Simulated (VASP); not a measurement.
# Al2Pt (Fm-3m) in VASP: single point with PBE

Aim: the single point of Al2Pt with PBE.

Everything below comes from runs of VASP 6.6.1. Logs are shortened: lines on timing, memory, paths and dates and some standing lists are left out, and cuts for length are marked.

## (1) The cell of the first run

Symmetry: Fm-3m, No. 225, cubic system. Conventional cell: a = 6.138 Å, b = 6.138 Å, c = 6.138 Å, α = 90.00°, β = 90.00°, γ = 90.00°. Al (site symmetry -43m) has 4 Pt at 2.66 Å and 6 Al at 3.07 Å within 3.5 Å. Within 3.5 Å of Pt (site symmetry m-3m) lie 8 Al at 2.66 Å.

## (2) Single point, PBE (volume scaled by 1.10)

INCAR reads:

```
PREC = Accurate
ENCUT = 520
EDIFF = 1E-7
ISMEAR = 0
SIGMA = 0.1
LREAL = F
LASPH = T
NELM = 80
ALGO = Normal
ISIF = 2
LWAVE = F
LCHARG = F
GGA = PE
NBANDS = 15
```

KPOINTS reads:

```
Automatic mesh
0
Gamma
  12 12 12
```

POSCAR reads:

```
Al2Pt
1.0
    0.0000000000      3.0691794913      3.0691794913
    3.0691794913      0.0000000000      3.0691794913
    3.0691794913      3.0691794913      0.0000000000
Al Pt
2 1
Direct
    0.2500000000      0.2500000000      0.2500000000
    0.7500000000      0.7500000000      0.7500000000
    0.0000000000      0.0000000000      0.0000000000
```

Potentials or basis: VASP PAW PBE potentials, release 64 (Al, Pt).

The run is started by

```
> cat potpaw_PBE.64/Al/POTCAR potpaw_PBE.64/Pt/POTCAR > POTCAR
> mpirun -np 1 vasp_std > vasp.out
```

OUTCAR:

```text
PREC = Accurate
   ENCUT = 520
   EDIFF = 1E-7
   ISMEAR = 0
   LREAL = F
   LASPH = T
   NELM = 80
   ISIF = 2
   GGA = PE

 ion  position               nearest neighbor table
   1  0.250  0.250  0.250-   3 2.66   3 2.66   3 2.66   3 2.66   2 3.07   2 3.07   2 3.07   2 3.07
                             2 3.07   2 3.07
   2  0.750  0.750  0.750-   3 2.66   3 2.66   3 2.66   3 2.66   1 3.07   1 3.07   1 3.07   1 3.07
                             1 3.07   1 3.07
   3  0.000  0.000  0.000-   2 2.66   2 2.66   2 2.66   1 2.66   2 2.66   1 2.66   1 2.66   1 2.66

  LATTYP: Found a face centered cubic cell.
 ALAT       =     6.1383589826

  Lattice vectors:

 A1 = (   0.0000000000,   3.0691794913,   3.0691794913)
 A2 = (   3.0691794913,   0.0000000000,   3.0691794913)
 A3 = (   3.0691794913,   3.0691794913,   0.0000000000)

Analysis of symmetry for initial positions (statically):
=====================================================================
 Subroutine PRICEL returns:
 Original cell was already a primitive cell.

 Routine SETGRP: Setting up the symmetry group for a
 face centered cubic supercell.

 Subroutine GETGRP returns: Found 48 space group operations
 (whereof 48 operations were pure point group operations)
 out of a pool of 48 trial point group operations.

The static configuration has the point symmetry O_h .

Analysis of symmetry for dynamics (positions and initial velocities):
=====================================================================
 Subroutine PRICEL returns:
 Original cell was already a primitive cell.

 Routine SETGRP: Setting up the symmetry group for a
 face centered cubic supercell.

 Subroutine GETGRP returns: Found 48 space group operations
 (whereof 48 operations were pure point group operations)
 out of a pool of 48 trial point group operations.

The dynamic configuration has the point symmetry O_h .

 Subroutine INISYM returns: Found 48 space group operations
 (whereof 48 operations are pure point group operations),
 and found     1 'primitive' translations

----------------------------------------------------------------------------------------

                                     Primitive cell

  volume of cell :      57.8225

  direct lattice vectors                    reciprocal lattice vectors
     0.000000000  3.069179491  3.069179491    -0.162909990  0.162909990  0.162909990
     3.069179491  0.000000000  3.069179491     0.162909990 -0.162909990  0.162909990
     3.069179491  3.069179491  0.000000000     0.162909990  0.162909990 -0.162909990

  length of vectors
     4.340475262  4.340475262  4.340475262     0.282168380  0.282168380  0.282168380

  position of ions in fractional coordinates (direct lattice)
     0.250000000  0.250000000  0.250000000
     0.750000000  0.750000000  0.750000000
     0.000000000  0.000000000  0.000000000

  ion indices of the primitive-cell ions
   primitive index   ion index
                 1           1
                 2           2
                 3           3

----------------------------------------------------------------------------------------

 KPOINTS: Automatic mesh

Automatic generation of k-mesh.
 Grid dimensions read from file:
 generate k-points for:   12   12   12

 Generating k-lattice:

  Cartesian coordinates                     Fractional coordinates (reciprocal lattice)
    -0.013575832  0.013575832  0.013575832     0.083333333  0.000000000  0.000000000
     0.013575832 -0.013575832  0.013575832     0.000000000  0.083333333  0.000000000
     0.013575832  0.013575832 -0.013575832     0.000000000  0.000000000  0.083333333

  Length of vectors
     0.023514032  0.023514032  0.023514032

  Shift w.r.t. Gamma in fractional coordinates (k-lattice)
     0.000000000  0.000000000  0.000000000

 Subroutine IBZKPT returns following result:
 ===========================================

 Found     72 irreducible k-points:

 Following reciprocal coordinates:
            Coordinates               Weight
  0.000000  0.000000  0.000000      1.000000
  0.083333  0.000000  0.000000      8.000000
  0.166667  0.000000  0.000000      8.000000
  0.250000  0.000000  0.000000      8.000000
  0.333333  0.000000  0.000000      8.000000
  0.416667  0.000000  0.000000      8.000000
[... 16 lines left out ...]
  0.500000  0.166667  0.000000     24.000000
 -0.416667  0.166667  0.000000     24.000000
 [... further k-points ...]
   k-points           NKPTS =     72   k-points in BZ     NKDIM =     72   number of bands    NBANDS=     15
   number of dos      NEDOS =    301   number of ions     NIONS =      3
   total plane-waves  NPLWV =  32768
   dimension x,y,z NGX =    32 NGY =   32 NGZ =   32
   dimension x,y,z NGXF=    64 NGYF=   64 NGZF=   64
   ions per type =               2   1
   NGX,Y,Z   is equivalent  to a cutoff of  12.26, 12.26, 12.26 a.u.
   NGXF,Y,Z  is equivalent  to a cutoff of  24.51, 24.51, 24.51 a.u.
 SYSTEM =  unknown system
   PREC   = accura    normal or accurate (medium, high low for compatibility)
   ISTART =      0    job   : 0-new  1-cont  2-samecut
   ICHARG =      2    charge: 1-file 2-atom 10-const
   ISPIN  =      1    spin polarized calculation?
   LNONCOLLINEAR =      F non collinear calculations
   LSORBIT =      F    spin-orbit coupling
   LASPH  =      T    aspherical Exc in radial PAW
   ENCUT  =  520.0 eV  38.22 Ry    6.18 a.u.   8.07  8.07  8.07*2*pi/ulx,y,z
   NELM   =     80;   NELMIN=  2; NELMDL= -5     # of ELM steps
   EDIFF  = 0.1E-06   stopping-criterion for ELM
   LREAL  =      F    real-space projection
   EDIFFG = 0.1E-05   stopping-criterion for IOM
   NSW    =      0    number of steps for IOM
   IBRION =     -1    ionic relax: 0-MD 1-quasi-New 2-CG
   NFREE  =      0    steps in history (QN), initial steepest desc. (CG)
   ISIF   =      2    stress and relaxation
   ISYM   =      2    0-nonsym 1-usesym 2-fastsym
   POTIM  = 0.5000    time-step for ionic-motion
   TEBEG  =    0.0;   TEEND  =   0.0 temperature during run
   PSTRESS=    0.0 pullay stress
   NELECT =      16.0000    total number of electrons
   NUPDOWN=      -1.0000    fix difference up-down
   EMIN   =  10.00;   EMAX   =-10.00  energy-range for DOS
   EFERMI =   0.00;   METHOD = LEGACY
   ISMEAR =     0;   SIGMA  =   0.10  broadening in eV -4-tet -1-fermi 0-gaus
   EFERMI_NEDOS =   21; number of points for ismear=-14 and -15
   IALGO  =     38    algorithm
   IMIX   =      4    mixing-type and parameters
     AMIX     =   0.40;   BMIX     =  1.00
     AMIX_MAG =   1.60;   BMIX_MAG =  1.00
  volume/ion in A,a.u.               =      19.27       130.07
  Fermi-wavevector in a.u.,A,eV,Ry     =   1.066799  2.015958 15.484243  1.138060
  Thomas-Fermi vector in A             =   2.202395
   LORBIT       =      0    0 simple, 1 ext, 2 COOP (PROOUT), +10 PAW based schemes
   GGA     = PE    functional components
   LHFCALC =     F    Hartree Fock is set to
   AEXX    =    0.0000 exact exchange contribution
   IVDW    =     0    specifies the selected vdW correction
   LEPSILON=     F    determine dielectric tensor
   LRPA    =     F    only Hartree local field effects (RPA)
 non-spin polarized calculation
 Gauss-broadening in eV      SIGMA  =   0.10
  energy-cutoff  :      520.00
  volume of cell :       57.82
 maximum number of plane-waves:      1588
   NGX = 17   NGY = 17   NGZ = 17

 number of electron      15.9999999 magnetization

 Free energy of the ion-electron system (eV)
  ---------------------------------------------------
  ext. energy  EPLUGINS =         0.00000000
  ---------------------------------------------------
  free energy    TOTEN  =       -16.07344883 eV

  energy without entropy =      -16.06726352  energy(sigma->0) =      -16.07035617

 E-fermi :   6.6548     XC(G=0): -10.2126

 val. band max:        6.6322095203   @ k =  -0.3333   0.3333   0.0000
 cond. band min:       6.6881201557   @ k =   0.2500   0.1667   0.0000
 fundamental gap:      0.0559106354
 Fermi energy:         6.6547803119

 k-point     1 :       0.0000    0.0000    0.0000
  band No.  band energies     occupation
      1      -2.8296      2.00000
      2       2.1444      2.00000
      3       2.1444      2.00000
      4       2.1444      2.00000
      5       3.3730      2.00000
      6       3.3730      2.00000
      7       8.7472      0.00000
      8      10.3563      0.00000
      9      10.3563      0.00000
     10      10.3563      0.00000
     11      11.4247      0.00000
     12      11.4247      0.00000
     13      11.4247      0.00000
     14      12.5761      0.00000
     15      12.5761      0.00000

 k-point     2 :       0.0833    0.0000    0.0000
  band No.  band energies     occupation
      1      -2.7422      2.00000
      2       2.0825      2.00000
      3       2.1732      2.00000
      4       2.1732      2.00000
      5       3.3631      2.00000
      6       3.3631      2.00000
      7       8.6336      0.00000
      8       9.3501      0.00000
      9      10.0114      0.00000
     10      10.0114      0.00000
     11      11.7877      0.00000
     12      11.7877      0.00000
     13      12.2607      0.00000
     14      12.3968      0.00000
     15      12.4239      0.00000
[... 365 lines left out ...]
      3       2.3870      2.00000
      4       2.6085      2.00000
      5       3.2512      2.00000
      6       3.5057      2.00000
      7       3.5606      2.00000
      8       6.4456      1.99690
      9       7.0005      0.00000
     10       9.7031      0.00000
     11      12.0378      0.00000
     12      12.1983      0.00000
     13      12.7828      0.00000
     14      13.6058      0.00000
     15      16.1979      0.00000

 k-point    24 :      -0.4167    0.1667    0.0000
  band No.  band energies     occupation
      1      -0.3762      2.00000
      2       1.0165      2.00000
      3       2.3628      2.00000
      4       2.6249      2.00000
      5       3.0744      2.00000
      6       3.4395      2.00000
      7       3.7334      2.00000
      8       6.1374      2.00000
      9       7.2780      0.00000
     10       9.8169      0.00000
     11      11.8339      0.00000
     12      11.9016      0.00000
     13      13.0505      0.00000
     14      14.6968      0.00000
     15      15.3658      0.00000

 [... further k-points ...]

------------------------ aborting loop because EDIFF is reached ----------------------------------------

  FORCE on cell =-STRESS in cart. coord.  units (eV):
  Direction    XX          YY          ZZ          XY          YZ          ZX
  --------------------------------------------------------------------------------------
  -------------------------------------------------------------------------------------
  Total       -3.6421233     -3.6421233     -3.6421233     -0.0000000     -0.0000000      0.0000000
  in kB     -100.9179376   -100.9179376   -100.9179376     -0.0000000     -0.0000000      0.0000000
  external PRESSURE =    -100.9179376 kB  Pullay stress =       0.0000000 kB

 VOLUME and BASIS-vectors are now :
 -----------------------------------------------------------------------------
  energy-cutoff  :      520.00
  volume of cell :       57.82
      direct lattice vectors                 reciprocal lattice vectors
     0.000000000  3.069179491  3.069179491    -0.162909990  0.162909990  0.162909990
     3.069179491  0.000000000  3.069179491     0.162909990 -0.162909990  0.162909990
     3.069179491  3.069179491  0.000000000     0.162909990  0.162909990 -0.162909990

 POSITION                                       TOTAL-FORCE (eV/Angst)
 -----------------------------------------------------------------------------------
      1.53459      1.53459      1.53459         0.000000      0.000000      0.000000
      4.60377      4.60377      4.60377        -0.000000     -0.000000     -0.000000
      0.00000      0.00000      0.00000         0.000000     -0.000000      0.000000
 -----------------------------------------------------------------------------------
    total drift:                                0.000000     -0.000000      0.000000

  FREE ENERGIE OF THE ION-ELECTRON SYSTEM (eV)
  ---------------------------------------------------
  free  energy   TOTEN  =       -16.0734488259 eV

  energy  without entropy=      -16.0672635191  energy(sigma->0) =      -16.07035617
```

Wall time 70 s (1 thread of AMD EPYC 7R43 (Zen 3), shared host); peak memory 0.18 GiB.

What came out:

* Free energy: -16.0734 eV
* Pressure: -10.1 GPa
* Band gap on the k mesh: zero (band 8 reaches 10.36 eV, above the bottom of band 9 at 5.24 eV)

Caveat: spin-orbit coupling is left out, which moves the levels of the heavy elements.
